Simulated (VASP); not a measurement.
**Ca: relaxation of cell and atoms with LDA**

The system is Ca.

```xyz
1
Lattice="3.5532 0.0000 0.0000 -1.7766 3.0771 0.0000 0.0000 0.0000 3.3400" Properties=species:S:1:pos:R:3 pbc="T T T"
Ca    0.0000    0.0000    0.0000
```

This isn't the form of Ca at room conditions, which is fcc.

```json
{
  "Program": "VASP 6.6.1",
  "Task": "relaxation of cell and atoms",
  "Functional": "LDA",
  "Potentials or basis": "VASP PAW LDA potentials, release 64 (Ca_sv)",
  "Cutoff": "600 eV",
  "k mesh": "12 × 12 × 12",
  "Occupations": "fermi-dirac, width 0.08 eV",
  "Spin": "no spin polarisation",
  "Target pressure": "1.6 GPa",
  "Dipole correction": "no",
  "Further INCAR settings": "ALGO = Normal; EDIFF = 1e-06; IBRION = 2; EDIFFG = -0.005; NSW = 60; ISIF = 3"
}
```

The relaxed volume is 34.61 Å³/atom. The relaxed cell is a = 3.515 Å, b = 3.515 Å, c = 3.234 Å, α = 90.00°, β = 90.00°, γ = 120.00°, the space group after relaxing (to 0.1 Å) is P6/mmm (No. 191) and the energy change on relaxing (the run minimises the enthalpy) is +10.6 meV/atom. The ionic steps are 9, the pressure after relaxing is 1.6 GPa and the band gap on the k mesh is zero (bands 5 and 6 overlap by 0.81 eV).

Step by step:
| step | energy change (eV) | largest force (eV/Å) | pressure (GPa) | volume (Å³) |
| --- | --- | --- | --- | --- |
| 1 | 0.0000 | 0.0000 | 0.65 | 36.52 |
| 2 | 0.0041 | 0.0000 | 1.17 | 35.38 |
| 3 | 0.0089 | 0.0000 | 1.46 | 34.81 |
| 4 | 0.0086 | 0.0000 | 1.46 | 34.84 |
| 5 | 0.0082 | 0.0000 | 1.44 | 34.88 |
| 6 | 0.0102 | 0.0000 | 1.57 | 34.66 |
| 7 | 0.0102 | 0.0000 | 1.58 | 34.66 |
| 8 | 0.0101 | 0.0000 | 1.56 | 34.66 |
| 9 | 0.0106 | 0.0000 | 1.59 | 34.61 |

Final structure:
```
Ca
1.0
     3.51537    0.00000    0.00000
    -1.75768    3.04440    0.00000
     0.00000    0.00000    3.23424
Ca
1
Cartesian
  3.5154 0.0000 3.2342
```

Levels at points of the mesh, in eV from the Fermi level:
```
           k point  band 1  band 2  band 3  band 4  band 5  band 6  band 7  band 8  band 9
(0.00, 0.00, 0.00)  -41.22  -22.36  -22.36  -22.29   -4.20    0.81    2.44    2.44    4.90
(0.50, 0.00, 0.00)  -41.18  -22.69  -22.44  -22.26   -1.06    0.10    1.07    3.51    4.63
(0.00, 0.00, 0.50)  -41.16  -22.76  -22.32  -22.32   -1.17   -0.24    2.95    2.95    3.32
(0.50, 0.00, 0.50)  -41.13  -22.70  -22.62  -22.39   -0.50    0.73    2.63    3.61    3.80
```

Wall time 3.4 min on 1 thread of Oxide Virtual Turin-like Processor (shared host), peak memory 0.16 GiB.

Caveat: the cell is relaxed towards a set pressure, so the run minimises the enthalpy, not the energy.
